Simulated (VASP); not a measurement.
A run of VASP 6.6.1:

INCAR

```
PREC = Accurate ; ENCUT = 520
EDIFF = 1E-6 ; ISMEAR = 0
SIGMA = 0.1 ; LREAL = F
LASPH = T ; NELM = 100
ALGO = Normal ; ISIF = 2
LWAVE = F ; LCHARG = F
GGA = PS ; NBANDS = 16
```

KPOINTS

```
Automatic mesh
0
Gamma
  16 16 16
```

File POSCAR:

```
GaAs
1.0
   -2.7815339017      2.7815339017      1.5158865421
    2.7815339017     -2.7815339017      1.5158865421
    2.7815339017      2.7815339017     -1.5158865421
Ga As
1 1
Direct
    0.2500000000      0.7500000000      0.5000000000
    0.0000000000      0.0000000000      0.0000000000
```

Potentials or basis: VASP PAW PBE potentials, release 64 (Ga_d, As).

Command:

```console
$ cat potpaw_PBE.64/Ga_d/POTCAR potpaw_PBE.64/As/POTCAR > POTCAR
$ mpirun -np 1 vasp_std > vasp.out
```

Hardware: 1 thread of Intel(R) Xeon(R) 6975P-C (Granite Rapids), on a shared host.

Task: How long does it take, and how much memory?

Result: Run time: 2.5 min on 1 thread of Intel(R) Xeon(R) 6975P-C (Granite Rapids), with other jobs on the host, peak memory 0.39 GiB. Counts: scf iterations 11, k points 349.
